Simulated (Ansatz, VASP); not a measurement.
Two plane-wave programs on Cu4O

```
Cu O
1.0
    -2.52278    2.52278    2.52278
     2.52278   -2.52278    2.52278
     2.52278    2.52278   -2.52278
Cu O
4 1
Cartesian
  1.2614 1.2614 -1.2614
  1.2614 -1.2614 1.2614
  -1.2614 1.2614 1.2614
  1.2614 1.2614 1.2614
  0.0000 0.0000 0.0000
```

Change from the starting cell: species swapped into the CrGa4 type (Im-3m, No. 229).

Alike in both runs: task relaxation of cell and atoms; functional PBE; k mesh 10 × 10 × 10; occupations gaussian, width 0.1 eV; no spin polarisation.

|  | VASP | Ansatz |
| --- | --- | --- |
| version | VASP 6.6.1 | Ansatz 0.2.0 |
| potentials or method | VASP PAW PBE potentials, release 64 (Cu, O), cutoff 600 eV | scalar-relativistic, plane waves, PAW |
| valence electrons in the cell | 50 | 82 |

Ansatz gave:

| Quantity | Value |
| --- | --- |
| gap on the k mesh at the Fermi level, each at its own relaxed structure (eV) | none |
| relaxed volume (Å³/atom) | 12.87 |
| relaxed cell length with the largest relative difference (Å) | 4.372 |

Problem. What did VASP give for the same quantities?

Solution. gap on the k mesh at the Fermi level, each at its own relaxed structure (eV): none; relaxed volume (Å³/atom): 12.91; relaxed cell length with the largest relative difference (Å): 4.377.

A gap of «none» marks a metal or a gap that the smearing closes. VASP's potentials hold 50 valence electrons a cell and Ansatz's 82, so a difference there can come from the potentials and not from the codes.
